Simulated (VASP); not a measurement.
# NaH (Fm-3m) in VASP: a series of runs

Runs on NaH. Level: PBE. Tasks: single point.

All numbers are computed with VASP 6.6.1; they aren't measurements. Logs are shortened: lines on timing, memory, paths and dates and some standing lists are left out, and cuts for length are marked.

## Step 1: The cell of the first run

Symmetry: Fm-3m, No. 225, cubic system. The conventional cell has a = 4.767 Å, b = 4.767 Å, c = 4.767 Å, α = 90.00°, β = 90.00°, γ = 90.00°. Na (site symmetry m-3m) has 6 H at 2.38 Å within 3.1 Å. Within 3.1 Å of H (site symmetry m-3m) lie 6 Na at 2.38 Å.

## Step 2: Single point, PBE (volume scaled by 0.960)

File INCAR:

```
SYSTEM = NaH
PREC = Accurate ; ENCUT = 520
EDIFF = 1E-6 ; ISMEAR = 0
SIGMA = 0.05 ; LREAL = .FALSE.
LASPH = .TRUE. ; NELM = 100
ALGO = Normal ; ISIF = 2
LWAVE = .FALSE. ; LCHARG = .FALSE.
GGA = PE ; NBANDS = 11
```

File KPOINTS:

```
regular mesh
0
G
  12 12 12
  0 0 0
```

File POSCAR:

```
NaH
1.0
    0.0000000000      2.3837079736      2.3837079736
    2.3837079736      0.0000000000      2.3837079736
    2.3837079736      2.3837079736      0.0000000000
Na H
1 1
Direct
    0.0000000000      0.0000000000      0.0000000000
    0.5000000000      0.5000000000      0.5000000000
```

Potentials or basis: VASP PAW PBE potentials, release 64 (Na_pv, H).

On the command line:

```bash
$ cat potpaw_PBE.64/Na_pv/POTCAR potpaw_PBE.64/H/POTCAR > POTCAR
$ mpirun -np 1 vasp_std > vasp.out
```

OUTCAR:

```text
SYSTEM = NaH
   PREC = Accurate
   ENCUT = 520
   EDIFF = 1E-6
   ISMEAR = 0
   LREAL = .FALSE.
   LASPH = .TRUE.
   NELM = 100
   ISIF = 2
   GGA = PE

 ion  position               nearest neighbor table
   1  0.000  0.000  0.000-
   2  0.500  0.500  0.500-

  LATTYP: Found a face centered cubic cell.
 ALAT       =     4.7674159472

  Lattice vectors:

 A1 = (   0.0000000000,   2.3837079736,   2.3837079736)
 A2 = (   2.3837079736,   0.0000000000,   2.3837079736)
 A3 = (   2.3837079736,   2.3837079736,   0.0000000000)

Analysis of symmetry for initial positions (statically):
=====================================================================
 Subroutine PRICEL returns:
 Original cell was already a primitive cell.

 Routine SETGRP: Setting up the symmetry group for a
 face centered cubic supercell.

 Subroutine GETGRP returns: Found 48 space group operations
 (whereof 48 operations were pure point group operations)
 out of a pool of 48 trial point group operations.

The static configuration has the point symmetry O_h .

Analysis of symmetry for dynamics (positions and initial velocities):
=====================================================================
 Subroutine PRICEL returns:
 Original cell was already a primitive cell.

 Routine SETGRP: Setting up the symmetry group for a
 face centered cubic supercell.

 Subroutine GETGRP returns: Found 48 space group operations
 (whereof 48 operations were pure point group operations)
 out of a pool of 48 trial point group operations.

The dynamic configuration has the point symmetry O_h .

 Subroutine INISYM returns: Found 48 space group operations
 (whereof 48 operations are pure point group operations),
 and found     1 'primitive' translations

----------------------------------------------------------------------------------------

                                     Primitive cell

  volume of cell :      27.0888

  direct lattice vectors                    reciprocal lattice vectors
     0.000000000  2.383707974  2.383707974    -0.209757238  0.209757238  0.209757238
     2.383707974  0.000000000  2.383707974     0.209757238 -0.209757238  0.209757238
     2.383707974  2.383707974  0.000000000     0.209757238  0.209757238 -0.209757238

  length of vectors
     3.371072145  3.371072145  3.371072145     0.363310193  0.363310193  0.363310193

  position of ions in fractional coordinates (direct lattice)
     0.000000000  0.000000000  0.000000000
     0.500000000  0.500000000  0.500000000

  ion indices of the primitive-cell ions
[... 79 lines left out ...]
   IBRION =     -1    ionic relax: 0-MD 1-quasi-New 2-CG
   NFREE  =      0    steps in history (QN), initial steepest desc. (CG)
   ISIF   =      2    stress and relaxation
   ISYM   =      2    0-nonsym 1-usesym 2-fastsym
   POTIM  = 0.5000    time-step for ionic-motion
   TEBEG  =    0.0;   TEEND  =   0.0 temperature during run
   PSTRESS=    0.0 pullay stress
   NELECT =       8.0000    total number of electrons
   NUPDOWN=      -1.0000    fix difference up-down
   EMIN   =  10.00;   EMAX   =-10.00  energy-range for DOS
   EFERMI =   0.00;   METHOD = LEGACY
   ISMEAR =     0;   SIGMA  =   0.05  broadening in eV -4-tet -1-fermi 0-gaus
   EFERMI_NEDOS =   21; number of points for ismear=-14 and -15
   IALGO  =     38    algorithm
   IMIX   =      4    mixing-type and parameters
     AMIX     =   0.40;   BMIX     =  1.00
     AMIX_MAG =   1.60;   BMIX_MAG =  1.00
  volume/ion in A,a.u.               =      13.54        91.40
  Fermi-wavevector in a.u.,A,eV,Ry     =   1.090206  2.060190 16.171183  1.188548
  Thomas-Fermi vector in A             =   2.226425
   LORBIT       =      0    0 simple, 1 ext, 2 COOP (PROOUT), +10 PAW based schemes
   GGA     = PE    functional components
   LHFCALC =     F    Hartree Fock is set to
   AEXX    =    0.0000 exact exchange contribution
   IVDW    =     0    specifies the selected vdW correction
   LEPSILON=     F    determine dielectric tensor
   LRPA    =     F    only Hartree local field effects (RPA)
 non-spin polarized calculation
 Gauss-broadening in eV      SIGMA  =   0.05
  energy-cutoff  :      520.00
  volume of cell :       27.09
 maximum number of plane-waves:       745
 NGX is ok and might be reduce to    28
   NGX = 13   NGY = 13   NGZ = 13

 number of electron       7.9999992 magnetization

 Free energy of the ion-electron system (eV)
  ---------------------------------------------------
  ext. energy  EPLUGINS =         0.00000000
  ---------------------------------------------------
  free energy    TOTEN  =        -5.08392498 eV

  energy without entropy =       -5.08392498  energy(sigma->0) =       -5.08392498

 E-fermi :  -0.7260     XC(G=0):  -7.9074

 val. band max:       -0.9814009640   @ k =  -0.2500   0.5000   0.2500
 cond. band min:       2.8473960675   @ k =   0.5000   0.0000   0.0000
 fundamental gap:      3.8287970315
 Fermi energy:        -0.7259726773

 k-point     1 :       0.0000    0.0000    0.0000
  band No.  band energies     occupation
      1     -23.0134      2.00000
      2     -23.0134      2.00000
      3     -23.0134      2.00000
      4      -4.7147      2.00000
      5       9.8001      0.00000
      6      14.9263      0.00000
      7      14.9263      0.00000
      8      14.9263      0.00000
      9      15.8857      0.00000
     10      15.8857      0.00000
     11      15.8857      0.00000
[... 309 lines left out ...]
 k-point    24 :      -0.4167    0.1667    0.0000
  band No.  band energies     occupation
      1     -23.1098      2.00000
      2     -23.0446      2.00000
      3     -23.0299      2.00000
      4      -1.6582      2.00000
      5       3.3944      0.00000
      6       7.6877      0.00000
      7      11.8497      0.00000
      8      12.8376      0.00000
      9      16.3914      0.00000
     10      17.5061      0.00000
     11      21.2427      0.00000

 [... further k-points ...]
[... 5 lines left out ...]
  --------------------------------------------------------------------------------------
  -------------------------------------------------------------------------------------
  Total        0.1662619      0.1662619      0.1662619     -0.0000000      0.0000000      0.0000000
  in kB        9.8336356      9.8336356      9.8336356     -0.0000000      0.0000000      0.0000000
  external PRESSURE =       9.8336356 kB  Pullay stress =       0.0000000 kB

 VOLUME and BASIS-vectors are now :
 -----------------------------------------------------------------------------
  energy-cutoff  :      520.00
  volume of cell :       27.09
      direct lattice vectors                 reciprocal lattice vectors
     0.000000000  2.383707974  2.383707974    -0.209757238  0.209757238  0.209757238
     2.383707974  0.000000000  2.383707974     0.209757238 -0.209757238  0.209757238
     2.383707974  2.383707974  0.000000000     0.209757238  0.209757238 -0.209757238

 POSITION                                       TOTAL-FORCE (eV/Angst)
 -----------------------------------------------------------------------------------
      0.00000      0.00000      0.00000         0.000000     -0.000000     -0.000000
      2.38371      2.38371      2.38371        -0.000000      0.000000      0.000000
 -----------------------------------------------------------------------------------
    total drift:                               -0.000000      0.000000      0.000000

  FREE ENERGIE OF THE ION-ELECTRON SYSTEM (eV)
  ---------------------------------------------------
  free  energy   TOTEN  =        -5.0839249786 eV

  energy  without entropy=       -5.0839249786  energy(sigma->0) =       -5.08392498
```

Wall time 22 s (1 thread of AMD EPYC 7R13 (Zen 3), shared host); peak memory 0.13 GiB.

Results:

- Free energy: -5.0839 eV
- Pressure: 1.0 GPa
- Band gap on the k mesh: 3.83 eV, indirect (least direct gap 4.70 eV)

Caveat: the cell differs from its parent crystal (volume scaled by 0.960).

## Step 3: Single point, PBE

This run uses another cell than the first one, of 14.11 Å³/atom, 1.042 times its volume.

File INCAR:

```
SYSTEM = NaH
PREC     = Accurate       ! precision mode
ENCUT    = 520            ! plane-wave cutoff, eV
EDIFF    = 1E-7           ! SCF threshold, eV
ISMEAR   = 0              ! smearing method
SIGMA    = 0.05           ! smearing width, eV
LREAL    = .FALSE.        ! projectors in reciprocal space
LASPH    = .TRUE.         ! aspherical terms in the spheres
NELM     = 80             ! most SCF steps
ALGO     = Normal         ! electronic algorithm
ISIF     = 2              ! what is computed and relaxed
LWAVE    = .FALSE.        ! write WAVECAR
LCHARG   = .FALSE.        ! write CHGCAR
GGA      = PE             ! functional
NBANDS   = 11             ! bands
```

KPOINTS is that of step 2.

File POSCAR:

```
NaH
1.0
    0.0000000000      2.4163655656      2.4163655656
    2.4163655656      0.0000000000      2.4163655656
    2.4163655656      2.4163655656      0.0000000000
Na H
1 1
Direct
    0.0000000000      0.0000000000      0.0000000000
    0.5000000000      0.5000000000      0.5000000000
```

Potentials or basis: VASP PAW PBE potentials, release 64 (Na_pv, H).

On the command line:

```bash
$ cat potpaw_PBE.64/Na_pv/POTCAR potpaw_PBE.64/H/POTCAR > POTCAR
$ mpirun -np 1 vasp_std > vasp.out
```

Run time: 24 s. Hardware: 1 thread of AMD EPYC 7R13 (Zen 3), shared host; peak memory 0.13 GiB.

The run converged. Its results:

```yaml
Free_energy: -5.0876 eV
Pressure: 0.0 GPa
Band_gap_on_the_k_mesh: 3.76 eV, indirect (least direct gap 4.62 eV)
```

Levels at points of the mesh, in eV from the valence-band top:
```tsv
k point	band 2	band 3	band 4	band 5	band 6	band 7
(0.00, 0.00, 0.00)	-22.10	-22.10	-3.62	10.42	15.60	15.60
(0.50, 0.00, 0.00)	-22.11	-22.11	-0.86	3.76	10.78	13.38
(0.50, 0.50, 0.00)	-22.13	-22.13	-0.18	4.64	10.03	10.67
```

A k mesh can miss the band edges. As with any semilocal functional, this PBE gap is likely too small.

## Step 4: Single point, PBE (volume scaled by 0.980)

File INCAR:

```
SYSTEM = NaH
PREC = Accurate ; ENCUT = 520
EDIFF = 1E-6 ; ISMEAR = 0
SIGMA = 0.05 ; LREAL = .FALSE.
LASPH = .TRUE. ; NELM = 100
ALGO = Normal ; ISIF = 2
LWAVE = .FALSE. ; LCHARG = .TRUE.
GGA = PE ; LELF = .TRUE.
LVHAR = .TRUE. ; NBANDS = 11
```

KPOINTS is that of step 3.

File POSCAR:

```
NaH
1.0
    0.0000000000      2.4001478584      2.4001478584
    2.4001478584      0.0000000000      2.4001478584
    2.4001478584      2.4001478584      0.0000000000
Na H
1 1
Direct
    0.0000000000      0.0000000000      0.0000000000
    0.5000000000      0.5000000000      0.5000000000
```

On the command line:

```bash
$ cat potpaw_PBE.64/Na_pv/POTCAR potpaw_PBE.64/H/POTCAR > POTCAR
$ mpirun -np 1 vasp_std > vasp.out
```

It took 26 s on 1 thread of AMD EPYC 7R13 (Zen 3), shared host; peak memory 0.13 GiB.

Results (log left out):

- Free energy: -5.0867 eV
- Pressure: 0.4 GPa
- Band gap on the k mesh: 3.79 eV, indirect (least direct gap 4.66 eV)

Levels at points of the mesh, in eV from the valence-band top:
```csv
k point,band 1,band 2,band 3,band 4,band 5,band 6,band 7,band 8,band 9
"(0.00, 0.00, 0.00)",-22.07,-22.07,-22.07,-3.67,10.60,15.75,15.75,15.75,16.66
"(0.50, 0.00, 0.00)",-22.17,-22.08,-22.08,-0.87,3.79,10.92,13.51,13.51,16.59
"(0.50, 0.50, 0.00)",-22.16,-22.10,-22.10,-0.18,4.68,10.11,10.80,10.80,11.98
```

Caveat: the cell differs from its parent crystal (volume scaled by 0.980).

## Step 5: The runs side by side

| cell | gap on the mesh (eV) | pressure (GPa) |
| --- | --- | --- |
| a = 3.371 Å, angles 60.0°, 2 atoms | 3.83 | 1.0 |
| a = 3.417 Å, angles 60.0°, 2 atoms | 3.76 | 0.0 |
| a = 3.394 Å, angles 60.0°, 2 atoms | 3.79 | 0.4 |

Alike in all rows: task single point; level PBE; potentials or basis VASP PAW PBE potentials, release 64 (Na_pv, H); no spin polarisation; k mesh 12 × 12 × 12; cutoff (eV) 520; smearing gaussian 0.05 eV.

Total energies depend on the potentials used, so only differences within one code and one set of settings carry meaning.
